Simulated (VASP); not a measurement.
SnSe (rocksalt type):

```
Sn Se
1.0
     0.00000    2.64542    2.64542
     2.64542    0.00000    2.64542
     2.64542    2.64542    0.00000
Sn Se
1 1
Cartesian
  0.0000 0.0000 0.0000
  2.6454 2.6454 2.6454
```

```yaml
Program: VASP 6.6.1
Task: relaxation of cell and atoms
Functional: PBE
Potentials_or_basis: VASP PAW PBE potentials, release 64 (Sn_d, Se)
Cutoff: 600 eV
k_mesh: 14 × 14 × 14
Occupations: fermi-dirac, width 0.1 eV
Spin: no spin polarisation
```

At the start: pressure 47.4 GPa; volume 18.51 Å³/atom.

Question: How do energy, volume and symmetry change on relaxing?

Answer: Over 5 steps the energy falls by 957.8 meV/atom and the volume is 27.85 Å³/atom (+50.4 %); space group Fm-3m (No. 225, to 0.05 Å).

Step by step:
```csv
step,energy change (eV),largest force (eV/Å),pressure (GPa),volume (Å³)
1,0.0000,0.0000,47.42,37.03
2,-1.3271,0.0000,-7.63,74.83
3,-1.9155,0.0000,0.15,55.54
4,-1.9155,0.0000,-0.21,55.96
5,-1.9156,0.0000,-0.01,55.70
```

Final structure:
```
CELL_PARAMETERS angstrom
0.00000 3.03109 3.03109
3.03109 0.00000 3.03109
3.03109 3.03109 0.00000
ATOMIC_POSITIONS crystal
Sn 0.00000 0.00000 0.00000
Se 0.50000 0.50000 0.50000
```

Caveat: the volume moved by over 15 % at a fixed basis, so the end points are rough.
